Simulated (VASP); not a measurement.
# BN (R3m) in VASP: single point with PBE+D3(BJ)

Aim: the single point of BN with PBE+D3(BJ).

Program: VASP 6.6.1. These are calculated values, not measurements. Logs are shortened: lines on timing, memory, paths and dates and some standing lists are left out, and cuts for length are marked.

## 1. The cell of the first run

It takes space group R3m (No. 160, trigonal). The conventional cell has a = 2.502 Å, b = 2.502 Å, c = 10.119 Å, α = 90.00°, β = 90.00°, γ = 120.00°. B (site symmetry 3m) has 3 N at 1.44 Å within 1.9 Å. Within 1.9 Å of N (site symmetry 3m) lie 3 B at 1.44 Å.

## 2. Single point, PBE+D3(BJ)

INCAR reads:

```
SYSTEM = BN
ALGO = Normal
EDIFF = 1E-6
ENCUT = 520
GGA = PE
ISIF = 2
ISMEAR = 0
ISYM = 0
IVDW = 12
LASPH = .TRUE.
LCHARG = .TRUE.
LELF = .TRUE.
LREAL = Auto
LVHAR = .TRUE.
LWAVE = .FALSE.
NBANDS = 51
NELM = 80
PREC = Accurate
SIGMA = 0.1
```

KPOINTS reads:

```
Automatic mesh
0
Gamma
  2 2 2
  0.5 0.5 0.5
```

POSCAR reads:

```
BN
1.0
   -3.7533653496     -0.7223354983     -3.3729344033
    3.7533653496     -0.7223354983     -3.3729344033
    0.0000000000     -5.7786839866      3.3729344033
B N
9 9
Direct
    0.3337717333      0.6671050667      0.9998904000
    0.3337717333      0.3337717333      0.6665570667
    0.0004384000      0.0004384000      0.9998904000
    0.3337717333      0.0004384000      0.3332237333
    0.0004384000      0.6671050667      0.6665570667
    0.6671050667      0.3337717333      0.9998904000
    0.0004384000      0.3337717333      0.3332237333
    0.6671050667      0.0004384000      0.6665570667
    0.6671050667      0.6671050667      0.3332237333
    0.2229842667      0.5563176000      0.7775872667
    0.2229842667      0.2229842667      0.4442539333
    0.8896509333      0.8896509333      0.7775872667
    0.2229842667      0.8896509333      0.1109206000
    0.8896509333      0.5563176000      0.4442539333
    0.5563176000      0.2229842667      0.7775872667
    0.8896509333      0.2229842667      0.1109206000
    0.5563176000      0.8896509333      0.4442539333
    0.5563176000      0.5563176000      0.1109206000
```

Potentials or basis: VASP PAW PBE potentials, release 64 (B, N).

Started as:

```console
$ cat potpaw_PBE.64/B/POTCAR potpaw_PBE.64/N/POTCAR > POTCAR
$ mpirun -np 1 vasp_std > vasp.out
```

OUTCAR:

```text
SYSTEM = BN
   EDIFF = 1E-6
   ENCUT = 520
   GGA = PE
   ISIF = 2
   ISMEAR = 0
   ISYM = 0
   IVDW = 12
   LASPH = .TRUE.
   LREAL = Auto
   NELM = 80
   PREC = Accurate
 IVDW          = 12

 ion  position               nearest neighbor table
   1  0.334  0.667  1.000-  13 1.44  10 1.44  18 1.44
   2  0.334  0.334  0.667-  10 1.44  15 1.44  11 1.44
   3  0.000  0.000  1.000-  12 1.44  13 1.44  16 1.44
   4  0.334  0.000  0.333-  13 1.44  11 1.44  17 1.44
   5  0.000  0.667  0.667-  12 1.44  10 1.44  14 1.44
   6  0.667  0.334  1.000-  16 1.44  15 1.44  18 1.44
[... 10 lines left out ...]
  17  0.556  0.890  0.444-   9 1.44   4 1.44   8 1.44
  18  0.556  0.556  0.111-   9 1.44   6 1.44   1 1.44

IMPORTANT INFORMATION: All symmetrisations will be switched off!
NOSYMM: (Re-)initialisation of all symmetry stuff for point group C_1.

----------------------------------------------------------------------------------------

                                     Primitive cell

  volume of cell :     164.6039

  direct lattice vectors                    reciprocal lattice vectors
    -3.753365350 -0.722335498 -3.372934403    -0.133213784 -0.076911014 -0.131767889
     3.753365350 -0.722335498 -3.372934403     0.133213784 -0.076911014 -0.131767889
     0.000000000 -5.778683987  3.372934403     0.000000000 -0.153822028  0.032941972

  length of vectors
     5.097666771  5.097666771  6.691029450     0.202543804  0.202543804  0.157309853

  position of ions in fractional coordinates (direct lattice)
     0.333771733  0.667105067  0.999890400
     0.333771733  0.333771733  0.666557067
     0.000438400  0.000438400  0.999890400
     0.333771733  0.000438400  0.333223733
     0.000438400  0.667105067  0.666557067
     0.667105067  0.333771733  0.999890400
[... 10 lines left out ...]
     0.556317600  0.889650933  0.444253933
     0.556317600  0.556317600  0.110920600

  ion indices of the primitive-cell ions
   primitive index   ion index
                 1           1
                 2           2
                 3           3
                 4           4
                 5           5
                 6           6
[... 10 lines left out ...]
                17          17
                18          18

----------------------------------------------------------------------------------------

 KPOINTS: Automatic mesh

Automatic generation of k-mesh.
 Grid dimensions read from file:
 generate k-points for:    2    2    2

 Generating k-lattice:

  Cartesian coordinates                     Fractional coordinates (reciprocal lattice)
    -0.066606892 -0.038455507 -0.065883944     0.500000000  0.000000000  0.000000000
     0.066606892 -0.038455507 -0.065883944     0.000000000  0.500000000  0.000000000
     0.000000000 -0.076911014  0.016470986    -0.000000000 -0.000000000  0.500000000

  Length of vectors
     0.101271902  0.101271902  0.078654926

  Shift w.r.t. Gamma in fractional coordinates (k-lattice)
     0.500000000  0.500000000  0.500000000

 Subroutine IBZKPT returns following result:
 ===========================================

 Found      4 irreducible k-points:

 Following reciprocal coordinates:
            Coordinates               Weight
  0.250000  0.250000  0.250000      2.000000
 -0.250000  0.250000  0.250000      2.000000
 -0.250000  0.250000 -0.250000      2.000000
 -0.250000 -0.250000  0.250000      2.000000
   k-points           NKPTS =      4   k-points in BZ     NKDIM =      4   number of bands    NBANDS=     51
   number of dos      NEDOS =    301   number of ions     NIONS =     18
   total plane-waves  NPLWV =  80000
   dimension x,y,z NGX =    40 NGY =   40 NGZ =   50
   dimension x,y,z NGXF=    80 NGYF=   80 NGZF=  100
   ions per type =               9   9
   NGX,Y,Z   is equivalent  to a cutoff of  13.04, 13.04, 12.42 a.u.
   NGXF,Y,Z  is equivalent  to a cutoff of  26.09, 26.09, 24.85 a.u.
 SYSTEM =  BN
   PREC   = accura    normal or accurate (medium, high low for compatibility)
   ISTART =      0    job   : 0-new  1-cont  2-samecut
   ICHARG =      2    charge: 1-file 2-atom 10-const
   ISPIN  =      1    spin polarized calculation?
   LNONCOLLINEAR =      F non collinear calculations
   LSORBIT =      F    spin-orbit coupling
   LASPH  =      T    aspherical Exc in radial PAW
   ENCUT  =  520.0 eV  38.22 Ry    6.18 a.u.   9.48  9.48 12.44*2*pi/ulx,y,z
   NELM   =     80;   NELMIN=  2; NELMDL= -5     # of ELM steps
   EDIFF  = 0.1E-05   stopping-criterion for ELM
   LREAL  =      T    real-space projection
   EDIFFG = 0.1E-04   stopping-criterion for IOM
   NSW    =      0    number of steps for IOM
   IBRION =     -1    ionic relax: 0-MD 1-quasi-New 2-CG
   NFREE  =      0    steps in history (QN), initial steepest desc. (CG)
   ISIF   =      2    stress and relaxation
   ISYM   =      0    0-nonsym 1-usesym 2-fastsym
   POTIM  = 0.5000    time-step for ionic-motion
   TEBEG  =    0.0;   TEEND  =   0.0 temperature during run
   PSTRESS=    0.0 pullay stress
   NELECT =      72.0000    total number of electrons
   NUPDOWN=      -1.0000    fix difference up-down
   EMIN   =  10.00;   EMAX   =-10.00  energy-range for DOS
   EFERMI =   0.00;   METHOD = LEGACY
   ISMEAR =     0;   SIGMA  =   0.10  broadening in eV -4-tet -1-fermi 0-gaus
   EFERMI_NEDOS =   21; number of points for ismear=-14 and -15
   IALGO  =     38    algorithm
   IMIX   =      4    mixing-type and parameters
     AMIX     =   0.40;   BMIX     =  1.00
     AMIX_MAG =   1.60;   BMIX_MAG =  1.00
  volume/ion in A,a.u.               =       9.14        61.71
  Fermi-wavevector in a.u.,A,eV,Ry     =   1.242717  2.348395 21.012099  1.544346
  Thomas-Fermi vector in A             =   2.377059
   LORBIT       =      0    0 simple, 1 ext, 2 COOP (PROOUT), +10 PAW based schemes
   GGA     = PE    functional components
   LHFCALC =     F    Hartree Fock is set to
   AEXX    =    0.0000 exact exchange contribution
   IVDW    =    12    specifies the selected vdW correction
   LEPSILON=     F    determine dielectric tensor
   LRPA    =     F    only Hartree local field effects (RPA)
 non-spin polarized calculation
 Gauss-broadening in eV      SIGMA  =   0.10
  energy-cutoff  :      520.00
  volume of cell :      164.60
 maximum number of plane-waves:      4450
 NGX is ok and might be reduce to    40
   NGX = 19   NGY = 19   NGZ = 25

 number of electron      72.0000000 magnetization

 Free energy of the ion-electron system (eV)
  ---------------------------------------------------
  ext. energy  EPLUGINS =         0.00000000
  ---------------------------------------------------
  free energy    TOTEN  =      -158.25981598 eV

  energy without entropy =     -158.25981598  energy(sigma->0) =     -158.25981598

 E-fermi :   2.6173     XC(G=0):  -9.9800

 val. band max:        2.1302747429   @ k =  -0.2500  -0.2500   0.2500
 cond. band min:       6.8329364284   @ k =  -0.2500  -0.2500   0.2500
 fundamental gap:      4.7026616855
 Fermi energy:         2.6173338068

 k-point     1 :       0.2500    0.2500    0.2500
  band No.  band energies     occupation
      1     -15.0322      2.00000
      2     -14.9499      2.00000
      3     -14.0033      2.00000
      4     -14.0032      2.00000
      5     -12.5564      2.00000
      6     -12.5564      2.00000
[... 40 lines left out ...]
     47      12.9203      0.00000
     48      12.9259      0.00000

 k-point     2 :      -0.2500    0.2500    0.2500
  band No.  band energies     occupation
      1     -15.1073      2.00000
      2     -14.8694      2.00000
      3     -14.0905      2.00000
      4     -13.9126      2.00000
      5     -12.5688      2.00000
      6     -12.5564      2.00000
[... 40 lines left out ...]
     47      11.9402      0.00000
     48      12.5694      0.00000

 k-point     3 :      -0.2500    0.2500   -0.2500
  band No.  band energies     occupation
      1     -15.1073      2.00000
      2     -14.8694      2.00000
      3     -14.0905      2.00000
      4     -13.9126      2.00000
      5     -12.5688      2.00000
      6     -12.5564      2.00000
[... 40 lines left out ...]
     47      11.9402      0.00000
     48      12.5694      0.00000

 k-point     4 :      -0.2500   -0.2500    0.2500
  band No.  band energies     occupation
      1     -15.5200      2.00000
      2     -13.6271      2.00000
      3     -13.6041      2.00000
      4     -13.6041      2.00000
      5     -13.5367      2.00000
      6     -13.5367      2.00000
[... 40 lines left out ...]
     47      11.8699      0.00000
     48      11.8699      0.00000
 [bands above 48 left out]

------------------------ aborting loop because EDIFF is reached ----------------------------------------

 Edisp (eV)   -2.49663

 E8    (eV) :    -0.7301

  FORCE on cell =-STRESS in cart. coord.  units (eV):
  Direction    XX          YY          ZZ          XY          YZ          ZX
  --------------------------------------------------------------------------------------
  -------------------------------------------------------------------------------------
  Total       1.80635     2.08099    -1.01817    -0.00001     0.03115    -0.00000
  in kB      17.58212    20.25540    -9.91043    -0.00014     0.30323    -0.00002
  external pressure =        9.31 kB  Pullay stress =        0.00 kB

 VOLUME and BASIS-vectors are now :
 -----------------------------------------------------------------------------
  energy-cutoff  :      520.00
  volume of cell :      164.60
      direct lattice vectors                 reciprocal lattice vectors
    -3.753365350 -0.722335498 -3.372934403    -0.133213784 -0.076911014 -0.131767889
     3.753365350 -0.722335498 -3.372934403     0.133213784 -0.076911014 -0.131767889
     0.000000000 -5.778683987  3.372934403     0.000000000 -0.153822028  0.032941972

 POSITION                                       TOTAL-FORCE (eV/Angst)
 -----------------------------------------------------------------------------------
      1.25112     -6.50102     -0.00333         0.001584     -0.005561     -0.008440
      0.00000     -4.33401     -0.00333         0.000007     -0.003847     -0.009679
      0.00000     -5.77868      3.36961        -0.000011     -0.004984     -0.008557
     -1.25112     -2.16701     -0.00333        -0.000768     -0.005965     -0.008081
      2.50224     -4.33401     -0.00333         0.000164     -0.005455     -0.008701
     -1.25112     -6.50102     -0.00333        -0.001572     -0.005567     -0.008441
[... 10 lines left out ...]
      1.25112     -3.61168     -3.37872         0.000053      0.005709      0.008075
      0.00000     -1.44467     -3.37872         0.000007      0.005908      0.008928
 -----------------------------------------------------------------------------------
    total drift:                               -0.000002      0.000860      0.000824

  FREE ENERGIE OF THE ION-ELECTRON SYSTEM (eV)
  ---------------------------------------------------
  free  energy   TOTEN  =      -160.7564424623 eV

  energy  without entropy=     -160.7564424623  energy(sigma->0) =     -160.75644246
```

It took 79 s on 1 thread of Intel Xeon 6975P-C, shared host; peak memory 0.26 GiB.

Results:

```
Free energy                : -160.7564 eV
Pressure                   : 0.9 GPa
Largest force              : 0.011 eV/Å
Band gap on the k mesh     : 4.70 eV
Dispersion energy per atom : -0.139 eV
```

Forces on the atoms (eV/Å):
```
B    0.002 -0.006 -0.008
B    0.000 -0.004 -0.010
B    0.000 -0.005 -0.009
B   -0.001 -0.006 -0.008
B    0.000 -0.005 -0.009
B   -0.002 -0.006 -0.008
B    0.001 -0.006 -0.008
B    0.000 -0.005 -0.009
B    0.000 -0.007 -0.007
N    0.000  0.005  0.008
N    0.000  0.005  0.009
N    0.000  0.005  0.009
N    0.000  0.006  0.008
N    0.000  0.006  0.008
N    0.000  0.005  0.008
N    0.000  0.006  0.008
N    0.000  0.006  0.008
N    0.000  0.006  0.009
```

Caveat: the k points lie up to 0.64 Å⁻¹ apart. As with any semilocal functional, this PBE gap is likely too small.
